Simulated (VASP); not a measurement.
# MoS2 (P6_3/mmc) in VASP: further runs, part 2 of 3

VASP 6.6.1.

**4. Single point, revPBE+D4, collinear spin (17.13 Å³/atom)**

This run uses another cell than the first one, of 17.13 Å³/atom.

INCAR

```
SYSTEM = MoS2
PREC     = Accurate       ! precision mode
ENCUT    = 500            ! plane-wave cutoff, eV
EDIFF    = 1E-6           ! SCF threshold, eV
ISMEAR   = 0              ! smearing method
SIGMA    = 0.05           ! smearing width, eV
LREAL    = .False.        ! projectors in reciprocal space
LASPH    = .True.         ! aspherical terms in the spheres
NELM     = 200            ! most SCF steps
ALGO     = Normal         ! electronic algorithm
ISIF     = 2              ! what is computed and relaxed
LWAVE    = .False.        ! write WAVECAR
LCHARG   = .False.        ! write CHGCAR
ISPIN    = 2              ! spin polarisation
MAGMOM   = 0.05 0.05 0 0 0 0 ! initial moments
LORBIT   = 11             ! projections on sites
LMAXMIX  = 4              ! l up to which the mixer works
GGA      = RE             ! functional
IVDW     = 13             ! dispersion correction
NBANDS   = 39             ! bands
GGA_COMPAT= .False.
```

KPOINTS

```
Automatic mesh
0
Gamma
  8 8 2
  0 0 0
```

POSCAR

```
MoS2
1.0
    3.1484063159      0.0000000000      0.0000000000
   -1.5742031579      2.7265998510      0.0000000000
    0.0000000000      0.0000000000     11.9732686099
Mo S
2 4
Direct
    0.3333333333      0.6666666667      0.2500000000
    0.6666666667      0.3333333333      0.7500000000
    0.3333333333      0.6666666667      0.6191984779
    0.6666666667      0.3333333333      0.1191984779
    0.3333333333      0.6666666667      0.8808015221
    0.6666666667      0.3333333333      0.3808015221
```

Potentials or basis: VASP PAW PBE potentials, release 64 (Mo_sv, S).

On the command line:

```
> cat potpaw_PBE.64/Mo_sv/POTCAR potpaw_PBE.64/S/POTCAR > POTCAR
> mpirun -np 1 vasp_std > vasp.out
```

OUTCAR:

```text
SYSTEM = MoS2
   PREC = Accurate
   ENCUT = 500
   EDIFF = 1E-6
   ISMEAR = 0
   LREAL = .False.
   LASPH = .True.
   NELM = 200
   ISIF = 2
   ISPIN = 2
   LORBIT = 11
   GGA = RE
   IVDW = 13

 ion  position               nearest neighbor table
   1  0.333  0.667  0.250-   4 2.40   6 2.40   4 2.40   6 2.40   4 2.40   6 2.40
   2  0.667  0.333  0.750-   3 2.40   5 2.40   3 2.40   5 2.40   3 2.40   5 2.40
   3  0.333  0.667  0.619-   2 2.40   2 2.40   2 2.40
   4  0.667  0.333  0.119-   1 2.40   1 2.40   1 2.40
   5  0.333  0.667  0.881-   2 2.40   2 2.40   2 2.40
   6  0.667  0.333  0.381-   1 2.40   1 2.40   1 2.40

  LATTYP: Found a hexagonal cell.
 ALAT       =     3.1484063159
 C/A-ratio  =     3.8029616919

  Lattice vectors:

 A1 = (   3.1484063159,   0.0000000000,   0.0000000000)
 A2 = (  -1.5742031579,   2.7265998510,   0.0000000000)
 A3 = (   0.0000000000,   0.0000000000,  11.9732686099)

Analysis of symmetry for initial positions (statically):
=====================================================================
 Subroutine PRICEL returns:
 Original cell was already a primitive cell.

 Routine SETGRP: Setting up the symmetry group for a
 hexagonal supercell.

 Subroutine GETGRP returns: Found 24 space group operations
 (whereof 12 operations were pure point group operations)
 out of a pool of 24 trial point group operations.

The static configuration has the point symmetry D_3d.
 The point group associated with its full space group is D_6h.

Analysis of symmetry for dynamics (positions and initial velocities):
=====================================================================
 Subroutine PRICEL returns:
 Original cell was already a primitive cell.

 Routine SETGRP: Setting up the symmetry group for a
 hexagonal supercell.

 Subroutine GETGRP returns: Found 24 space group operations
 (whereof 12 operations were pure point group operations)
 out of a pool of 24 trial point group operations.

The dynamic configuration has the point symmetry D_3d.
 The point group associated with its full space group is D_6h.

Analysis of structural, dynamic, and magnetic symmetry:
=====================================================================
 Subroutine PRICEL returns:
 Original cell was already a primitive cell.

 Routine SETGRP: Setting up the symmetry group for a
 hexagonal supercell.

 Subroutine GETGRP returns: Found 24 space group operations
 (whereof 12 operations were pure point group operations)
 out of a pool of 24 trial point group operations.

The overall configuration has the point symmetry D_3d.
 The point group associated with its full space group is D_6h.

 Subroutine INISYM returns: Found 24 space group operations
 (whereof 12 operations are pure point group operations),
 and found     1 'primitive' translations

----------------------------------------------------------------------------------------

                                     Primitive cell

  volume of cell :     102.7839

  direct lattice vectors                    reciprocal lattice vectors
     3.148406316  0.000000000  0.000000000     0.317621012  0.183378577  0.000000000
    -1.574203158  2.726599851  0.000000000     0.000000000  0.366757153  0.000000000
     0.000000000  0.000000000 11.973268610     0.000000000  0.000000000  0.083519382

  length of vectors
     3.148406316  3.148406316 11.973268610     0.366757153  0.366757153  0.083519382
[... 93 lines left out ...]
   TEBEG  =    0.0;   TEEND  =   0.0 temperature during run
   PSTRESS=    0.0 pullay stress
   NELECT =      52.0000    total number of electrons
   NUPDOWN=      -1.0000    fix difference up-down
   EMIN   =  10.00;   EMAX   =-10.00  energy-range for DOS
   EFERMI =   0.00;   METHOD = LEGACY
   ISMEAR =     0;   SIGMA  =   0.05  broadening in eV -4-tet -1-fermi 0-gaus
   EFERMI_NEDOS =   21; number of points for ismear=-14 and -15
   IALGO  =     38    algorithm
   IMIX   =      4    mixing-type and parameters
     AMIX     =   0.40;   BMIX     =  1.00
     AMIX_MAG =   1.60;   BMIX_MAG =  1.00
  volume/ion in A,a.u.               =      17.13       115.60
  Fermi-wavevector in a.u.,A,eV,Ry     =   1.304471  2.465092 23.152268  1.701644
  Thomas-Fermi vector in A             =   2.435404
   LORBIT       =     11    0 simple, 1 ext, 2 COOP (PROOUT), +10 PAW based schemes
   GGA     = RE    functional components
   LHFCALC =     F    Hartree Fock is set to
   AEXX    =    0.0000 exact exchange contribution
   IVDW    =    13    specifies the selected vdW correction
   LEPSILON=     F    determine dielectric tensor
   LRPA    =     F    only Hartree local field effects (RPA)
 spin polarized calculation
 Gauss-broadening in eV      SIGMA  =   0.05
  energy-cutoff  :      500.00
  volume of cell :      102.78
 maximum number of plane-waves:      2636
 NGX is ok and might be reduce to    24
   NGX = 11   NGY = 11   NGZ = 43

 number of electron      52.0000002 magnetization       0.0000028

 number of electron      52.0000002 magnetization      -0.0000171

 Free energy of the ion-electron system (eV)
  ---------------------------------------------------
  ext. energy  EPLUGINS =         0.00000000
  ---------------------------------------------------
  free energy    TOTEN  =       -41.24889727 eV

  energy without entropy =      -41.24889727  energy(sigma->0) =      -41.24889727

 E-fermi :   8.5488     XC(G=0): -10.9904

 val. band max:        8.1791575980   @ k =   0.0000   0.0000   0.0000
 cond. band min:       9.0520935308   @ k =   0.2500   0.1250   0.0000
 fundamental gap:      0.8729359328
 Fermi energy:         8.5488415464

 spin component 1

 k-point     1 :       0.0000    0.0000    0.0000
  band No.  band energies     occupation
      1     -53.3985      1.00000
      2     -53.3985      1.00000
      3     -27.5600      1.00000
      4     -27.5599      1.00000
      5     -27.3209      1.00000
      6     -27.3209      1.00000
[... 809 lines left out ...]
     37      15.9157      0.00000
     38      15.9157      0.00000
 Fermi energy:         8.5488415464

 spin component 2

 k-point     1 :       0.0000    0.0000    0.0000
  band No.  band energies     occupation
      1     -53.3985      1.00000
      2     -53.3985      1.00000
      3     -27.5600      1.00000
      4     -27.5599      1.00000
      5     -27.3209      1.00000
      6     -27.3209      1.00000
[... 809 lines left out ...]
     37      15.9157      0.00000
     38      15.9157      0.00000
 [bands above 38 left out]

------------------------ aborting loop because EDIFF is reached ----------------------------------------

  DFT-D4 for vdW energy calculation

  Edisp (eV):   -4.88207

  FORCE on cell =-STRESS in cart. coord.  units (eV):
  Direction    XX          YY          ZZ          XY          YZ          ZX
  --------------------------------------------------------------------------------------
  -------------------------------------------------------------------------------------
  Total      -0.88293    -0.88293    -0.92749    -0.00000     0.00000    -0.00000
  in kB     -13.76291   -13.76291   -14.45753    -0.00000     0.00000    -0.00000
  external pressure =      -13.99 kB  Pullay stress =        0.00 kB

 VOLUME and BASIS-vectors are now :
 -----------------------------------------------------------------------------
  energy-cutoff  :      500.00
  volume of cell :      102.78
      direct lattice vectors                 reciprocal lattice vectors
     3.148406316  0.000000000  0.000000000     0.317621012  0.183378577  0.000000000
    -1.574203158  2.726599851  0.000000000     0.000000000  0.366757153  0.000000000
     0.000000000  0.000000000 11.973268610     0.000000000  0.000000000  0.083519382

 POSITION                                       TOTAL-FORCE (eV/Angst)
 -----------------------------------------------------------------------------------
     -0.00000      1.81773      2.99332        -0.000000      0.000000      0.000000
      1.57420      0.90887      8.97995        -0.000000      0.000000      0.000000
     -0.00000      1.81773      7.41383         0.000000     -0.000000      0.032725
      1.57420      0.90887      1.42720         0.000000      0.000000      0.032725
     -0.00000      1.81773     10.54607         0.000000     -0.000000     -0.032725
      1.57420      0.90887      4.55944        -0.000000      0.000000     -0.032725
 -----------------------------------------------------------------------------------
    total drift:                               -0.000000      0.000000     -0.000000

  FREE ENERGIE OF THE ION-ELECTRON SYSTEM (eV)
  ---------------------------------------------------
  free  energy   TOTEN  =       -46.1309716071 eV

  energy  without entropy=      -46.1309716071  energy(sigma->0) =      -46.13097161

 total charge

# of ion       s       p       d       tot
------------------------------------------
    1        2.293   6.226   3.962  12.481
    2        2.293   6.226   3.962  12.481
    3        1.369   2.351   0.000   3.720
    4        1.369   2.351   0.000   3.720
    5        1.369   2.351   0.000   3.720
    6        1.369   2.351   0.000   3.720
--------------------------------------------------
tot         10.060  21.855   7.925  39.841

 magnetization (x)

# of ion       s       p       d       tot
------------------------------------------
    1       -0.000   0.000   0.000   0.000
    2       -0.000   0.000   0.000   0.000
    3        0.000   0.000   0.000   0.000
    4        0.000   0.000   0.000   0.000
    5        0.000   0.000   0.000   0.000
    6        0.000   0.000   0.000   0.000
--------------------------------------------------
tot          0.000   0.000   0.000   0.000
```

Wall time 2.4 min (1 thread of Oxide Virtual Turin-like, shared host); peak memory 0.28 GiB.

What came out:

```yaml
Free_energy: -46.1310 eV
Pressure: -1.4 GPa
Largest_force: 0.033 eV/Å
Band_gap_on_the_k_mesh: 0.87 eV (least direct gap 1.97 eV)
Net_moment: 0.00 μB per cell
Valence_electrons_inside_the_program's_atomic_spheres: Mo 12.48; S 3.72
Dispersion_energy_per_atom: -0.814 eV
```

Forces on the atoms (eV/Å):
```
Mo   0.000  0.000  0.000
Mo   0.000  0.000  0.000
S    0.000  0.000  0.033
S    0.000  0.000  0.033
S    0.000  0.000 -0.033
S    0.000  0.000 -0.033
```

Caveat: the PAW data sets were made with another functional, which shifts forces and pressure a little.

**5. Single point, PBEsol, collinear spin (17.27 Å³/atom)**

This run uses another cell than the first one, of 17.27 Å³/atom.

INCAR

```
  PREC = Accurate
  ENCUT = 500
  EDIFF = 1E-6
  ISMEAR = 0
  SIGMA = 0.05
  LREAL = False
  LASPH = True
  NELM = 200
  ALGO = Normal
  ISIF = 2
  LWAVE = False
  LCHARG = False
  ISPIN = 2
  MAGMOM = 0.05 0.05 0 0 0 0
  LORBIT = 11
  LMAXMIX = 4
  GGA = PS
  NBANDS = 39
  GGA_COMPAT = False
```

KPOINTS

```
Automatic mesh
0
Gamma
  8 8 2
```

POSCAR

```
MoS2
1.0
    3.1322233606      0.0000000000      0.0000000000
   -1.5661116803      2.7125850006      0.0000000000
    0.0000000000      0.0000000000     12.1957035963
Mo S
2 4
Direct
    0.3333333333      0.6666666667      0.2500000000
    0.6666666667      0.3333333333      0.7500000000
    0.3333333333      0.6666666667      0.6220617153
    0.6666666667      0.3333333333      0.1220617153
    0.3333333333      0.6666666667      0.8779382847
    0.6666666667      0.3333333333      0.3779382847
```

On the command line:

```
> cat potpaw_PBE.64/Mo_sv/POTCAR potpaw_PBE.64/S/POTCAR > POTCAR
> mpirun -np 1 vasp_std > vasp.out
```

Wall time 3.5 min (1 thread of Oxide Virtual Turin-like, shared host); peak memory 0.28 GiB.

The run converged. Its results:

```
Free energy                                           : -46.8922 eV
Pressure                                              : 1.0 GPa
Band gap on the k mesh                                : 0.92 eV (least direct gap 2.03 eV)
Net moment                                            : 0.00 μB per cell
Valence electrons inside the program's atomic spheres : Mo 12.54; S 3.69
```

Levels at points of the mesh, in eV from the valence-band top:
Spin up:
```
           k point  band 23  band 24  band 25  band 26  band 27  band 28  band 29  band 30
(0.00, 0.00, 0.00)    -2.12    -1.31    -1.18     0.00     2.19     2.19     2.22     2.22
(0.50, 0.00, 0.00)    -1.70    -1.47    -1.47    -1.34     1.72     1.77     2.08     2.40
(0.00, 0.00, 0.50)    -2.15    -2.15    -0.29    -0.29     2.19     2.19     2.19     2.19
(0.50, 0.00, 0.50)    -1.59    -1.59    -1.40    -1.40     1.74     1.74     2.25     2.25
```
Spin down:
```
           k point  band 24  band 25  band 26  band 27  band 28  band 29
(0.00, 0.00, 0.00)    -1.31    -1.18     0.00     2.19     2.19     2.22
(0.50, 0.00, 0.00)    -1.47    -1.47    -1.34     1.72     1.77     2.08
(0.00, 0.00, 0.50)    -2.15    -0.29    -0.29     2.19     2.19     2.19
(0.50, 0.00, 0.50)    -1.59    -1.40    -1.40     1.74     1.74     2.25
```

Caveat: the PAW data sets were made with another functional, which shifts forces and pressure a little; this functional lacks dispersion, which binds layers or chains, so the pressure and a relaxed spacing across them are unreliable.

(Part 2 of 3 ends here.)
